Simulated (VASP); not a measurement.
## Sc3Au2: single point with PBE

Crystal: Sc3Au2.

```
Au Sc
1.0
     7.67096    0.00000    0.00000
     0.00000    7.67096    0.00000
     0.00000    0.00000    3.42206
Au Sc
4 6
Cartesian
  4.8775 1.0420 0.0000
  6.6289 4.8775 0.0000
  2.7934 6.6289 0.0000
  1.0420 2.7934 0.0000
  0.0000 0.0000 0.0000
  3.8355 3.8355 0.0000
  1.2501 5.0856 1.7110
  2.5854 1.2501 1.7110
  6.4208 2.5854 1.7110
  5.0856 6.4208 1.7110
```

```json
{"Program": "VASP 6.6.1", "Task": "single point", "Functional": "PBE", "Potentials or basis": "VASP PAW PBE potentials, release 64 (Au, Sc_sv)", "Cutoff": "520 eV", "k mesh": "4 × 4 × 8", "Occupations": "gaussian, width 0.0293 eV", "Spin": "no spin polarisation", "Dipole correction": "no", "Further INCAR settings": "ALGO = Normal; EDIFF = 1e-06; NBANDS = 66"}
```

```yaml
Pressure: 5.0 GPa
Largest_force: 0.008 eV/Å
Band_gap_on_the_k_mesh: zero (band 55 reaches 6.88 eV, above the bottom of band 56 at 6.09 eV)
```

Forces in eV/Å, atoms in the order of the input:
```
Au  -0.006 -0.006  0.000
Au   0.006 -0.006  0.000
Au   0.006  0.006  0.000
Au  -0.006  0.006  0.000
Sc   0.000  0.000  0.000
Sc   0.000  0.000  0.000
Sc  -0.001 -0.001  0.000
Sc   0.001 -0.001  0.000
Sc   0.001  0.001  0.000
Sc  -0.001  0.001  0.000
```

Levels at points of the mesh, in eV from the Fermi level:
```tsv
k point	band 53	band 54	band 55	band 56	band 57	band 58
(0.00, 0.00, 0.00)	-1.10	-0.39	0.50	0.61	0.67	1.03
(0.50, 0.00, 0.00)	-0.09	-0.09	0.14	0.14	0.81	0.81
(0.50, 0.50, 0.00)	-0.30	-0.30	-0.08	-0.08	1.04	1.04
(0.00, 0.00, 0.50)	-0.84	-0.46	-0.22	-0.03	0.16	0.16
(0.50, 0.00, 0.50)	-0.77	-0.77	-0.28	-0.28	0.35	0.35
(0.50, 0.50, 0.50)	-0.19	-0.19	0.08	0.08	0.10	0.10
```

Run time: 12 min on 1 thread of Intel Xeon 8259CL, with other jobs on the host, peak memory 0.49 GiB.

Caveat: spin-orbit coupling is left out, which moves the levels of the heavy elements.
